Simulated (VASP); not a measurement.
A run of VASP 6.6.1:

File INCAR:

```
ALGO     = Normal         # electronic algorithm
EDIFF    = 1E-6           # SCF threshold, eV
ENCUT    = 520            # plane-wave cutoff, eV
GGA      = PE             # functional
ISIF     = 2              # what is computed and relaxed
ISMEAR   = 0              # smearing method
LASPH    = T              # aspherical terms in the spheres
LCHARG   = F              # write CHGCAR
LREAL    = F              # projectors in reciprocal space
LWAVE    = F              # write WAVECAR
NBANDS   = 17             # bands
NELM     = 80             # most SCF steps
PREC     = Accurate       # precision mode
SIGMA    = 0.01           # smearing width, eV
```

Contents of KPOINTS:

```
k-points
0
Gamma
  10 10 10
```

The input POSCAR:

```
SnTe
1.0
    0.0000000000      3.2064870615      3.2064870615
    3.2064870615      0.0000000000      3.2064870615
    3.2064870615      3.2064870615      0.0000000000
Sn Te
1 1
Direct
    0.0000000000      0.0000000000      0.0000000000
    0.5000000000      0.5000000000      0.5000000000
```

Potentials or basis: VASP PAW PBE potentials, release 64 (Sn_d, Te).

Run with:

```sh
$ cat potpaw_PBE.64/Sn_d/POTCAR potpaw_PBE.64/Te/POTCAR > POTCAR
$ mpirun -np 1 vasp_std > vasp.out
```

Hardware: 1 thread of Intel(R) Xeon(R) Platinum 8375C CPU @ 2.90GHz (Ice Lake), with other jobs on the host.

Q: Estimate the wall time of this run.

A: Run time: 38 s on 1 thread of Intel(R) Xeon(R) Platinum 8375C CPU @ 2.90GHz (Ice Lake) (shared host), peak memory 0.23 GiB. Counts: scf iterations 12, k points 47.
